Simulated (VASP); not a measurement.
Pt3Rh, 4 atoms in the cell. It takes space group Pm-3m (No. 221, cubic). Conventional cell: a = 3.910 Å, b = 3.910 Å, c = 3.910 Å, α = 90.00°, β = 90.00°, γ = 90.00°. Within 3.6 Å of Rh (site symmetry m-3m) lie 12 Pt at 2.76 Å. Within 3.6 Å of Pt (site symmetry 4/mmm) lie 4 Rh at 2.76 Å and 8 Pt at 2.76 Å. 

* Program: VASP 6.6.1
* Task: single point
* Functional: LDA
* Potentials or basis: VASP PAW LDA potentials, release 64 (Rh_pv, Pt)
* Cutoff: 520 eV
* k mesh: 6 × 6 × 6
* Occupations: methfessel-paxton, width 0.15 eV
* Spin: no spin polarisation
* Dipole correction: no
* Further INCAR settings: ALGO = Normal; EDIFF = 1e-07; NBANDS = 30

Potentials or basis: VASP PAW LDA potentials, release 64 (Rh_pv, Pt).

Launch:

```bash
$ cat potpaw_LDA.64/Rh_pv/POTCAR potpaw_LDA.64/Pt/POTCAR > POTCAR
$ mpirun -np 1 vasp_std > vasp.out
```

Hardware: 1 thread of AMD EPYC 7R43 64-Core Processor (Zen 3), on a shared host.

Problem. Estimate the wall time of this run.

Solution. Wall time 43 s on 1 thread of AMD EPYC 7R43 64-Core Processor (Zen 3), with other jobs on the host, peak memory 0.13 GiB. Counts: scf iterations 15, k points 20.
